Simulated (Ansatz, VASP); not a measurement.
## Two plane-wave programs on Na3TlC

INCAR

```
PREC = Accurate
ENCUT = 600
EDIFF = 1E-6
ISMEAR = 0
SIGMA = 0.1
LREAL = F
LASPH = T
NELM = 80
ALGO = Normal
ISIF = 3
LWAVE = F
LCHARG = F
GGA = PE
IBRION = 2
NSW = 90
EDIFFG = -0.04
```

Contents of KPOINTS:

```
regular mesh
0
Gamma
  4 4 4
```

File POSCAR:

```
Na3TlC
1.0
    4.2459187800      0.0000000000      0.0000000000
    0.0000000000      4.2459187800      0.0000000000
    0.0000000000      0.0000000000      7.2471401100
Na Tl C
3 1 1
Direct
    0.5000000000      0.0000000000      0.9660843600
    0.0000000000      0.5000000000      0.9660843600
    0.0000000000      0.0000000000      0.2911616200
    0.0000000000      0.0000000000      0.6635675200
    0.5000000000      0.5000000000      0.6893354800
```

Input for Ansatz:

```yaml
crystal:
  lattice:
    - [4.24591878, 0.0, 0.0]
    - [0.0, 4.24591878, 0.0]
    - [0.0, 0.0, 7.24714011]
  atoms:
    - { symbol: Na, position: [0.5, 0.0, 0.96608436] }
    - { symbol: Na, position: [0.0, 0.5, 0.96608436] }
    - { symbol: Na, position: [0.0, 0.0, 0.29116162] }
    - { symbol: Tl, position: [0.0, 0.0, 0.66356752] }
    - { symbol: C, position: [0.5, 0.5, 0.68933548] }
basis:
  ecutwfc: 420
kpoints:
  mp_grid: { grid: [4, 4, 4] }
hamiltonian:
  xc: pbe
scf:
  occupations: { method: gaussian, width: 0.1 }
  lower_state_search: "off"
output:
  forces: true
  stress: true
  eigenvalues: true
relax:
  adjacent_minimum: "off"
  f_tol: 0.04
  max_steps: 70
  cell: { stress_tol: 0.4 }
```

Alike in both runs: task relaxation of cell and atoms; functional PBE; k mesh 4 × 4 × 4; occupations gaussian, width 0.1 eV; no spin polarisation.

|  | VASP | Ansatz |
| --- | --- | --- |
| version | VASP 6.6.1 | Ansatz 0.2.0 |
| potentials or method | VASP PAW PBE potentials, release 64 (Na_pv, Tl_d, C), cutoff 600 eV | scalar-relativistic, plane waves, PAW |
| valence electrons in the cell | 38 | 44 |

|  | VASP | Ansatz | Ansatz less VASP |
| --- | --- | --- | --- |
| gap on the k mesh at the Fermi level, each at its own relaxed structure (eV) | none | none | - |
| relaxed volume (Å³/atom) | 28.10 | 28.67 | +0.572 |
| relaxed length of the cell vector where the two differ most in proportion (Å) | 8.965 | 9.089 | +0.1241 |

A gap of «none» marks a metal or a gap that the smearing closes. VASP's potentials hold 38 valence electrons a cell and Ansatz's 44, so a difference there can come from the potentials and not from the codes.

The k mesh is coarse, so the values compare programs but aren't converged. Spin-orbit coupling is off throughout.
